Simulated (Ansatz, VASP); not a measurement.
**SrLiH3: VASP beside Ansatz**

```
Li Sr H
1.0
     4.39925    0.00000    0.00000
     0.00000    4.39925    0.00000
     0.00000    0.00000    4.51502
Li Sr H
1 1 3
Direct
  0.00000 0.00000 0.00000
  0.50000 0.50000 0.50000
  0.00000 0.50000 0.50000
  0.50000 0.00000 0.50000
  0.50000 0.50000 0.00000
```

Change from the starting cell: strain -0.050 along x and y, -0.025 along z, atoms carried along.

Alike in both runs: task single point; functional PBE; k mesh 6 × 6 × 6; occupations gaussian, width 0.05 eV; no spin polarisation.

|  | VASP | Ansatz |
| --- | --- | --- |
| version | VASP 6.6.1 | Ansatz 0.2.0 |
| potentials or method | VASP PAW PBE potentials, release 64 (Li_sv, Sr_sv, H), cutoff 520 eV | scalar-relativistic, plane waves, PAW |
| valence electrons in the cell | 16 | 16 |

|  | VASP | Ansatz | Ansatz less VASP |
| --- | --- | --- | --- |
| gap on the k mesh at the Fermi level (eV) | 1.52 | 1.52 | +0.006 |
| least direct gap on the mesh (eV) | 2.03 | 2.03 | +0.001 |

With one functional, cell and mesh, what is left measures potentials, basis and numerics.

Noted on VASP's run: the cutoff is under 1.25 times that of the potentials, so the pressure is a little rough.
